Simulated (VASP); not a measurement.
**YZr2: single point with PBE**

The system is YZr2.

```
Y Zr
1.0
     3.79974    0.00000    0.00000
     0.00000    3.79974    0.00000
     0.00000    0.00000   11.96798
Y Zr
2 4
Direct
  0.00000 0.00000 0.00000
  0.50000 0.50000 0.50000
  0.00000 0.50000 0.21334
  0.00000 0.50000 0.71334
  0.50000 0.00000 0.28666
  0.50000 0.00000 0.78666
```

```yaml
Program: VASP 6.6.1
Task: single point
Functional: PBE
Potentials_or_basis: VASP PAW PBE potentials, release 64 (Y_sv, Zr_sv)
Cutoff: 520 eV
k_mesh: 6 × 6 × 2
Occupations: gaussian, width 0.1 eV
Spin: no spin polarisation
```

```yaml
Pressure: 0.0 GPa
Largest_force: 0.009 eV/Å
Band_gap_on_the_k_mesh: zero (bands 35 and 36 overlap by 0.94 eV)
```

Forces on the atoms (eV/Å):
```
Y    0.000  0.000  0.000
Y    0.000  0.000  0.000
Zr   0.000  0.000 -0.009
Zr   0.000  0.000 -0.009
Zr   0.000  0.000  0.009
Zr   0.000  0.000  0.009
```

Stress tensor (GPa, compression positive):
```
-0.14  0.00  0.00
 0.00 -0.14  0.00
 0.00  0.00  0.24
```

Levels at points of the mesh, in eV from the Fermi level:
| k point | band 33 | band 34 | band 35 | band 36 | band 37 | band 38 |
| --- | --- | --- | --- | --- | --- | --- |
| (0.00, 0.00, 0.00) | -0.46 | -0.15 | -0.07 | 0.33 | 0.33 | 0.43 |
| (0.50, 0.00, 0.00) | -0.18 | -0.18 | -0.15 | -0.15 | -0.03 | -0.03 |
| (0.50, 0.50, 0.00) | -0.25 | -0.25 | 0.55 | 0.55 | 0.78 | 0.78 |
| (0.00, 0.00, 0.50) | -0.47 | -0.47 | 0.14 | 0.14 | 0.50 | 0.50 |
| (0.50, 0.00, 0.50) | -0.24 | -0.24 | -0.21 | -0.21 | 0.06 | 0.06 |
| (0.50, 0.50, 0.50) | 0.70 | 0.70 | 0.70 | 0.70 | 0.83 | 0.83 |

It took 7.1 min on 1 thread of Intel(R) Xeon(R) Platinum 8488C (Sapphire Rapids), on a shared host, peak memory 0.34 GiB.
